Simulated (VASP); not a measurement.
## La2O3: single point with RPBE

The system is La2O3.

```
La O
1.0
     3.96373    0.00000    0.00000
    -1.98187    3.43269    0.00000
     0.00000    0.00000    6.28926
La O
2 3
Cartesian
  1.9819 1.1442 4.7247
  0.0000 2.2885 1.5646
  1.9819 1.1442 2.2327
  0.0000 2.2885 4.0565
  0.0000 0.0000 0.0000
```

```json
{
 "Program": "VASP 6.6.1",
 "Task": "single point",
 "Functional": "RPBE",
 "Potentials or basis": "VASP PAW PBE potentials, release 64 (La, O)",
 "Cutoff": "520 eV",
 "k mesh": "6 × 6 × 4",
 "Occupations": "gaussian, width 0.01 eV",
 "Spin": "no spin polarisation"
}
```

* Pressure: -0.3 GPa
* Largest force: 0.017 eV/Å
* Band gap on the k mesh: 3.89 eV, indirect (least direct gap 4.08 eV)

Forces on the atoms (eV/Å):
```
La   0.000  0.000 -0.017
La   0.000  0.000  0.017
O    0.000  0.000 -0.005
O    0.000  0.000  0.005
O    0.000  0.000  0.000
```

Levels at points of the mesh, in eV from the valence-band top:
```
           k point  band 18  band 19  band 20  band 21  band 22  band 23
(0.00, 0.00, 0.00)    -0.28    -0.28    -0.05     4.26     4.61     4.61
(0.50, 0.00, 0.00)    -0.65    -0.37    -0.26     3.89     4.59     4.93
(0.00, 0.00, 0.50)    -0.67    -0.21    -0.21     4.57     4.67     4.67
(0.50, 0.00, 0.50)    -0.61    -0.34     0.00     4.31     4.54     4.85
```

Run time: 94 s on 1 thread of AMD EPYC 7R43 64-Core Processor (Zen 3), on a shared host, peak memory 0.19 GiB.

Caveat: the PAW data sets were made with another functional, which shifts forces and pressure a little; spin-orbit coupling is left out, which moves the levels of the heavy elements. A k mesh can miss the band edges.
